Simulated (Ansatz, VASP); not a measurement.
**KF in VASP and in Ansatz**

```
CELL_PARAMETERS angstrom
0.00000 2.71054 2.50725
2.80540 0.00000 2.50725
2.80540 2.71054 0.00000
ATOMIC_POSITIONS crystal
K 0.00000 0.00000 0.00000
F 0.50000 0.50000 0.50000
```

Change from the starting cell: normal strain along x +0.0350, normal strain along z -0.0750.

Alike in both runs: task single point; functional PBE; k mesh 8 × 8 × 8; occupations gaussian, width 0.05 eV; no spin polarisation.

|  | VASP | Ansatz |
| --- | --- | --- |
| version | VASP 6.6.1 | Ansatz 0.2.0 |
| potentials or method | VASP PAW PBE potentials, release 64 (K_sv, F), cutoff 520 eV | scalar-relativistic, plane waves, PAW |
| valence electrons in the cell | 16 | 16 |

VASP gave:

```
gap on the k mesh at the Fermi level (eV)                     : 5.99
least direct gap on the mesh (eV)                             : 5.99
pressure (GPa)                                                : 2.4
traceless stress, the component that is largest in VASP (GPa) : 4.61
```

Question: What did Ansatz give for the same quantities?

Answer: gap on the k mesh at the Fermi level (eV): 6.01; least direct gap on the mesh (eV): 6.01; pressure (GPa): 2.3; traceless stress, the component that is largest in VASP (GPa): 4.44.
